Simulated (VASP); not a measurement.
# Au (P6_3/mmc) in VASP: further runs, part 2 of 2

VASP 6.6.1. The steps go on from the part before.

## 4. Relaxation of cell and atoms, BLYP

This run uses another cell than the first one, of 16.96 Å³/atom, 0.837 times its volume.

INCAR

```
SYSTEM = Au
PREC = Accurate
ENCUT = 600
EDIFF = 1E-6
ISMEAR = -1
SIGMA = 0.1
LREAL = .False.
LASPH = .True.
NELM = 60
ALGO = Normal
ISIF = 3
LWAVE = .False.
LCHARG = .False.
GGA = B5
ALDAX = 1.0
AGGAX = 1.0
AGGAC = 1.0
ALDAC = 0.0
IBRION = 2
NSW = 80
EDIFFG = -0.01
```

KPOINTS

```
regular mesh
0
Gamma
  13 13 7
  0 0 0
```

POSCAR

```
Au
1.0
    2.8837471341      0.0000000000      0.0000000000
   -1.4418735670      2.4973982762      0.0000000000
    0.0000000000      0.0000000000      4.7091590700
Au
2
Direct
    0.3333333333      0.6666666667      0.2500000000
    0.6666666667      0.3333333333      0.7500000000
```

Potentials or basis: VASP PAW PBE potentials, release 64 (Au).

Command:

```sh
cat potpaw_PBE.64/Au/POTCAR > POTCAR
mpirun -np 1 vasp_std > vasp.out
```

OUTCAR:

```text
SYSTEM = Au
   PREC = Accurate
   ENCUT = 600
   EDIFF = 1E-6
   ISMEAR = -1
   LREAL = .False.
   LASPH = .True.
   NELM = 60
   ISIF = 3
   GGA = B5
   IBRION = 2
   NSW = 80
   EDIFFG = -0.01

 ion  position               nearest neighbor table
   1  0.333  0.667  0.250-   2 2.88   2 2.88   2 2.88   2 2.88   2 2.88   2 2.88
   2  0.667  0.333  0.750-   1 2.88   1 2.88   1 2.88   1 2.88   1 2.88   1 2.88

  LATTYP: Found a hexagonal cell.
 ALAT       =     2.8837471341
 C/A-ratio  =     1.6330000000

  Lattice vectors:

 A1 = (   2.8837471341,   0.0000000000,   0.0000000000)
 A2 = (  -1.4418735670,   2.4973982762,   0.0000000000)
 A3 = (   0.0000000000,   0.0000000000,   4.7091590700)

Analysis of symmetry for initial positions (statically):
=====================================================================
 Subroutine PRICEL returns:
 Original cell was already a primitive cell.

 Routine SETGRP: Setting up the symmetry group for a
 hexagonal supercell.

 Subroutine GETGRP returns: Found 24 space group operations
 (whereof 12 operations were pure point group operations)
 out of a pool of 24 trial point group operations.

The static configuration has the point symmetry D_3d.
 The point group associated with its full space group is D_6h.

Analysis of symmetry for dynamics (positions and initial velocities):
=====================================================================
 Subroutine PRICEL returns:
 Original cell was already a primitive cell.

 Routine SETGRP: Setting up the symmetry group for a
 hexagonal supercell.

 Subroutine GETGRP returns: Found 24 space group operations
 (whereof 12 operations were pure point group operations)
 out of a pool of 24 trial point group operations.

The dynamic configuration has the point symmetry D_3d.
 The point group associated with its full space group is D_6h.

 Subroutine INISYM returns: Found 24 space group operations
 (whereof 12 operations are pure point group operations),
 and found     1 'primitive' translations

----------------------------------------------------------------------------------------

                                     Primitive cell

  volume of cell :      33.9147

[... 118 lines left out ...]
   LRPA    =     F    only Hartree local field effects (RPA)
 conjugate gradient relaxation of ions
 non-spin polarized calculation
  energy-cutoff  :      600.00
  volume of cell :       33.91
 maximum number of plane-waves:      1152
 NGX is ok and might be reduce to    24
   NGX = 11   NGY = 11   NGZ = 19

--------------------------------------- Ionic step        1  -------------------------------------------

 number of electron      22.0000003 magnetization

 Free energy of the ion-electron system (eV)
  ---------------------------------------------------
  ext. energy  EPLUGINS =         0.00000000
  ---------------------------------------------------
  free energy    TOTEN  =        -4.60819947 eV

  energy without entropy =       -4.59606935  energy(sigma->0) =       -4.60213441

 E-fermi :  10.1502     XC(G=0): -12.0942

 val. band max:       10.0219379448   @ k =   0.0769   0.0769   0.1429
 cond. band min:      10.1537538294   @ k =   0.1538   0.1538   0.2857
 fundamental gap:      0.1318158846
 Fermi energy:        10.1502128993

 k-point     1 :       0.0000    0.0000    0.0000
  band No.  band energies     occupation
      1       0.3241      2.00000
      2       2.7747      2.00000
      3       5.3577      2.00000
      4       5.4872      2.00000
      5       5.4872      2.00000
      6       5.8352      2.00000
      7       5.8352      2.00000
      8       6.3523      2.00000
      9       6.3523      2.00000
     10       7.8920      2.00000
     11       7.8920      2.00000
     12       9.3752      1.99914
     13      13.1739      0.00000
     14      24.8903      0.00000
[... 516 lines left out ...]
  FREE ENERGIE OF THE ION-ELECTRON SYSTEM (eV)
  ---------------------------------------------------
  free  energy   TOTEN  =        -4.9133173967 eV

  energy  without entropy=       -4.8975848015  energy(sigma->0) =       -4.90545110

[... ionic steps 4 to 7 ...]

--------------------------------------- Ionic step        8  -------------------------------------------

 number of electron      22.0000002 magnetization

------------------------ aborting loop because EDIFF is reached ----------------------------------------
[... 67 lines left out ...]
--------------------------------------- Ionic step       10  -------------------------------------------

 number of electron      22.0000003 magnetization

 Free energy of the ion-electron system (eV)
  ---------------------------------------------------
  ext. energy  EPLUGINS =         0.00000000
  ---------------------------------------------------
  free energy    TOTEN  =        -4.91859858 eV

  energy without entropy =       -4.90271267  energy(sigma->0) =       -4.91065562

 E-fermi :   7.8400     XC(G=0): -11.2790

 val. band max:        7.7424466681   @ k =   0.4615  -0.0000   0.0000
 cond. band min:       7.8434857044   @ k =   0.1538  -0.0000   0.1429
 fundamental gap:      0.1010390362
 Fermi energy:         7.8399681223

 k-point     1 :       0.0000    0.0000    0.0000
  band No.  band energies     occupation
      1      -0.5305      2.00000
      2       1.6054      2.00000
      3       3.6264      2.00000
      4       3.9060      2.00000
      5       3.9060      2.00000
      6       4.1323      2.00000
      7       4.1323      2.00000
      8       4.7482      2.00000
      9       4.7482      2.00000
     10       5.7844      2.00000
     11       5.7844      2.00000
     12       7.5009      1.93485
     13       9.7563      0.00000
     14      22.8830      0.00000
[... 444 lines left out ...]
  FREE ENERGIE OF THE ION-ELECTRON SYSTEM (eV)
  ---------------------------------------------------
  free  energy   TOTEN  =        -4.9185985787 eV

  energy  without entropy=       -4.9027126678  energy(sigma->0) =       -4.91065562

 reached required accuracy - stopping structural energy minimisation
```

OSZICAR:

```text
N       E                     dE             d eps       ncg     rms          rms(c)
DAV:   1     0.137490423341E+03    0.13749E+03   -0.13061E+04  2520   0.160E+03
DAV:   2    -0.340283594964E+01   -0.14089E+03   -0.13600E+03  2716   0.309E+02
[... 78 lines left out ...]
   9 F= -.49182699E+01 E0= -.49102946E+01  d E =0.154265E-03
       N       E                     dE             d eps       ncg     rms          rms(c)
DAV:   1    -0.492582556211E+01   -0.75551E-02   -0.12945E-01  2541   0.361E+00    0.514E-01
DAV:   2    -0.491880789500E+01    0.70177E-02   -0.18346E-02  2590   0.132E+00    0.171E-01
DAV:   3    -0.491859448789E+01    0.21341E-03   -0.70956E-04  2758   0.244E-01    0.134E-01
DAV:   4    -0.491859917528E+01   -0.46874E-05   -0.70418E-05  2779   0.651E-02    0.864E-03
DAV:   5    -0.491859857866E+01    0.59662E-06   -0.71295E-06  2975   0.256E-02
  10 F= -.49185986E+01 E0= -.49106556E+01  d E =-.174444E-03
```

CONTCAR:

```text
Au
   1.00000000000000
     2.9846562961405629    0.0000000000019458    0.0000000000000000
    -1.4923281480168469    2.5847881739985872    0.0000000000000000
    -0.0000000000000000   -0.0000000000000000    5.0730663599962948
  Au
     2
Direct
     0.3333333332999970    0.6666666667000030    0.2500000000000000
     0.6666666667000030    0.3333333332999970    0.7500000000000000

  0.00000000E+00  0.00000000E+00  0.00000000E+00
  0.00000000E+00  0.00000000E+00  0.00000000E+00
```

Wall time 3.5 min (1 thread of Intel Xeon Platinum 8488C (Sapphire Rapids), shared host); peak memory 0.2 GiB.

What came out:

```
Free energy                            : -4.9186 eV
Relaxed volume                         : 19.57 Å³/atom
Relaxed cell                           : a = 2.985 Å, b = 2.985 Å, c = 5.073 Å, α = 90.00°, β = 90.00°, γ = 120.00°
Space group after relaxing (to 0.05 Å) : P6_3/mmc (No. 194)
Energy gained by relaxing              : 155.2 meV/atom
Ionic steps                            : 10
Pressure after relaxing                : 0.0 GPa
Band gap on the k mesh                 : zero (band 11 reaches 10.58 eV, above the bottom of band 12 at 5.52 eV)
```

Step by step:
| step | energy change (eV) | largest force (eV/Å) | pressure (GPa) | volume (Å³) |
| --- | --- | --- | --- | --- |
| 1 | 0.0000 | 0.0000 | 22.17 | 33.91 |
| 2 | 0.0102 | 0.0000 | -10.64 | 46.78 |
| 3 | -0.3051 | 0.0000 | -0.57 | 39.29 |
| 4 | -0.3054 | 0.0000 | -0.20 | 39.15 |
| 5 | -0.3054 | 0.0000 | 0.09 | 39.04 |
| 6 | -0.3076 | 0.0000 | 0.13 | 39.03 |
| 7 | -0.3100 | 0.0000 | 0.28 | 39.00 |
| 8 | -0.3102 | 0.0000 | 0.38 | 38.99 |
| 9 | -0.3101 | 0.0000 | -0.55 | 39.34 |
| 10 | -0.3104 | 0.0000 | 0.02 | 39.14 |

Final structure:
```cif
data_structure
_symmetry_space_group_name_H-M 'P 1'
_symmetry_Int_Tables_number 1
_cell_length_a 2.9847
_cell_length_b 2.9847
_cell_length_c 5.0731
_cell_angle_alpha 90.000
_cell_angle_beta 90.000
_cell_angle_gamma 120.000
_cell_volume 39.14
loop_
_atom_site_label
_atom_site_type_symbol
_atom_site_fract_x
_atom_site_fract_y
_atom_site_fract_z
_atom_site_occupancy
Au1 Au 0.33333 0.66667 0.25000 1
Au2 Au 0.66667 0.33333 0.75000 1
```

Levels at points of the mesh, in eV from the Fermi level:
| k point | band 9 | band 10 | band 11 | band 12 | band 13 | band 14 |
| --- | --- | --- | --- | --- | --- | --- |
| (0.00, 0.00, 0.00) | -3.09 | -2.06 | -2.06 | -0.34 | 1.92 | 15.04 |

Caveat: the volume moved by over 15 % at a fixed basis, so the end points are rough; the PAW data sets were made with another functional, which shifts forces and pressure a little; spin-orbit coupling is left out, which moves the levels of the heavy elements.

## 5. Overview

| task | cell | k mesh | cutoff (eV) | gap on the mesh (eV) | pressure (GPa) |
| --- | --- | --- | --- | --- | --- |
| single point | a = 3.019, b = 3.019, c = 5.135 Å, angles 90.0, 90.0, 120.0°, 2 atoms | 14 × 14 × 7 | 520 | none | -3.0 |
| single point | a = 3.057, b = 3.057, c = 5.200 Å, angles 90.0, 90.0, 120.0°, 2 atoms | 14 × 14 × 7 | 520 | none | -5.8 |
| relaxation of cell and atoms | relaxed from a = 2.884, b = 2.884, c = 4.709 Å, angles 90.0, 90.0, 120.0°, 2 atoms | 13 × 13 × 7 | 600 | none | 0.0 |

Alike in all rows: level BLYP; potentials or basis VASP PAW PBE potentials, release 64 (Au); no spin polarisation; smearing fermi-dirac 0.1 eV.

Caveats: the PAW data sets were made with another functional, which shifts forces and pressure a little; spin-orbit coupling is left out, which moves the levels of the heavy elements; the volume moved by over 15 % at a fixed basis, so the end points are rough (some runs).

Total energies depend on the potentials used, so only differences within one code and one set of settings carry meaning.
